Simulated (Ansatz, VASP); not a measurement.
Two plane-wave programs on Co

```xyz
2
Lattice="0.0000 1.8012 1.8012 1.8012 0.0000 1.8012 3.6023 3.6023 0.0000" Properties=species:S:1:pos:R:3 pbc="T T T"
Co    0.0000    0.0000    0.0000
Co    1.8012    1.8012    0.0000
```

Alike in both runs: task single point; functional PBE; k mesh 12 × 12 × 6; occupations fermi-dirac, width 0.1 eV; collinear spin.

```csv
,VASP,Ansatz
version,VASP 6.6.1,Ansatz 0.2.0
potentials or method,"VASP PAW PBE potentials, release 64 (Co), cutoff 520 eV","PAW, plane waves, scalar-relativistic"
valence electrons in the cell,18,34
```

```tsv
	VASP	Ansatz	Ansatz less VASP
pressure (GPa)	-12.0	-11.7	+0.35
net moment per atom (μB)	1.71	1.72	+0.009
size of the moment on the site where the two differ most (μB)	1.74	1.79	+0.053
```

Site moments also hang on the region over which each program counts them. The functional is the same, so the differences come from potentials, cutoffs and numerics. VASP's potentials hold 18 valence electrons a cell and Ansatz's 34, so a difference there can come from the potentials and not from the codes.
